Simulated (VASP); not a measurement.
## Rh: single point with r2SCAN

The system is Rh.

```
CELL_PARAMETERS angstrom
0.00000 1.95860 1.90155
1.95860 0.00000 1.90155
1.95860 1.95860 0.00000
ATOMIC_POSITIONS crystal
Rh 0.00000 0.00000 0.00000
```

This cell differs from its parent crystal: strain +0.030 along x and y, +0.000 along z.

* Program: VASP 6.6.1
* Task: single point
* Functional: r2SCAN
* Potentials or basis: VASP PAW PBE potentials, release 64 (Rh_pv)
* Cutoff: 520 eV
* k mesh: 8 × 8 × 8
* Occupations: gaussian, width 0.15 eV
* Spin: no spin polarisation
* Dipole correction: no
* Further INCAR settings: ALGO = Normal; EDIFF = 1e-07; NBANDS = 14

The pressure is -13.0 GPa.

Stress tensor (GPa, compression positive):
```
-14.91   0.00   0.00
  0.00 -14.91   0.00
  0.00   0.00  -9.17
```

Levels at points of the mesh, in eV from the Fermi level:
```
           k point  band 3  band 4  band 5  band 6  band 7  band 8  band 9  band 10  band 11  band 12
(0.00, 0.00, 0.00)  -47.68   -7.77   -3.00   -3.00   -2.71   -1.19   -0.84    16.70    17.51    21.81
(0.50, 0.00, 0.00)  -47.76   -5.87   -3.17   -2.85    0.43    0.59    0.94     8.45    16.21    17.51
(0.50, 0.50, 0.00)  -47.95   -6.02   -5.68    0.42    0.94    0.94    3.80    12.65    13.24    13.24
(0.50, 0.00, 0.50)  -47.90   -6.01   -5.65    0.43    0.79    1.04    3.16    11.82    13.65    13.94
```

It took 39 s on 1 thread of Intel Xeon 6975P-C, with other jobs on the host, peak memory 0.14 GiB.

Caveat: the cell differs from its parent crystal (strain +0.030 along x and y, +0.000 along z); the PAW data sets were made with another functional, which shifts forces and pressure a little.
